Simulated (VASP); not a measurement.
A run of VASP 6.6.1:

Contents of INCAR:

```
PREC     = Accurate       # precision mode
ENCUT    = 520            # plane-wave cutoff, eV
EDIFF    = 1E-6           # SCF threshold, eV
ISMEAR   = 0              # smearing method
SIGMA    = 0.1            # smearing width, eV
LREAL    = False          # projectors in reciprocal space
LASPH    = True           # aspherical terms in the spheres
NELM     = 80             # most SCF steps
ALGO     = Normal         # electronic algorithm
ISIF     = 2              # what is computed and relaxed
LWAVE    = False          # write WAVECAR
LCHARG   = True           # write CHGCAR
GGA      = PE             # functional
LELF     = True           # ELF
LVHAR    = True         
NBANDS   = 27             # bands
```

The input KPOINTS:

```
regular mesh
0
Gamma
  4 4 4
```

File POSCAR:

```
Al3P5
1.0
    5.4922964700      0.0000000000      0.0000000000
    0.0000000000      5.4922964700      0.0000000000
    0.0000000000      0.0000000000      5.4922964700
Al P
3 5
Direct
    0.5000000000      0.0000000000      0.0000000000
    0.0000000000      0.5000000000      0.0000000000
    0.0000000000      0.0000000000      0.5000000000
    0.0000000000      0.5000000000      0.5000000000
    0.5000000000      0.0000000000      0.5000000000
    0.5000000000      0.5000000000      0.0000000000
    0.5000000000      0.5000000000      0.5000000000
    0.0000000000      0.0000000000      0.0000000000
```

Potentials or basis: VASP PAW PBE potentials, release 64 (Al, P).

The run is started by

```bash
$ cat potpaw_PBE.64/Al/POTCAR potpaw_PBE.64/P/POTCAR > POTCAR
$ mpirun -np 1 vasp_std > vasp.out
```

Hardware: 1 thread of Intel(R) Xeon(R) 6975P-C (Granite Rapids), with other jobs on the host.

**Question.** Estimate the wall time of this run.

**Answer.** It took 19 s on 1 thread of Intel(R) Xeon(R) 6975P-C (Granite Rapids) (shared host), peak memory 0.26 GiB. Counts: scf iterations 13, k points 10.
